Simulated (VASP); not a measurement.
Input of a VASP 6.6.1 run:

The input INCAR:

```
SYSTEM = LaLuN2
ALGO     = Normal         ! electronic algorithm
EDIFF    = 1E-6           ! SCF threshold, eV
ENCUT    = 600            ! plane-wave cutoff, eV
GGA      = PE             ! functional
GGA_COMPAT= .False.      
ISIF     = 2              ! what is computed and relaxed
ISMEAR   = -1             ! smearing method
LASPH    = .True.         ! aspherical terms in the spheres
LCHARG   = .False.        ! write CHGCAR
LMAXMIX  = 6              ! l up to which the mixer works
LREAL    = .False.        ! projectors in reciprocal space
LWAVE    = .False.        ! write WAVECAR
NBANDS   = 31             ! bands
NELM     = 200            ! most SCF steps
PREC     = Accurate       ! precision mode
SIGMA    = 0.02           ! smearing width, eV
```

KPOINTS

```
k-points
0
Gamma
  8 8 6
  0 0 0
```

File POSCAR:

```
LaLuN2
1.0
    3.5761113832      0.0000000000      0.0000000000
    0.0000000000      3.5761113832      0.0000000000
    0.0000000000      0.0000000000      5.0542413923
La N Lu
1 2 1
Direct
    0.0000000000      0.0000000000      0.0000000000
    0.0000000000      0.0000000000      0.5000000000
    0.5000000000      0.5000000000      0.0000000000
    0.5000000000      0.5000000000      0.5000000000
```

Potentials or basis: VASP PAW PBE potentials, release 64 (La, N, Lu).

Command:

```sh
$ cat potpaw_PBE.64/La/POTCAR potpaw_PBE.64/N/POTCAR potpaw_PBE.64/Lu/POTCAR > POTCAR
$ mpirun -np 1 vasp_std > vasp.out
```

Problem. What does it give for the pressure?

Solution. 1.3 GPa.

Problem. Predict the band gap on the k mesh.

Solution. Zero (bands 23 and 24 overlap by 0.18 eV).

Caveat: semilocal functionals underestimate gaps, and a narrow one can read as zero; spin-orbit coupling is left out, which moves the levels of the heavy elements.
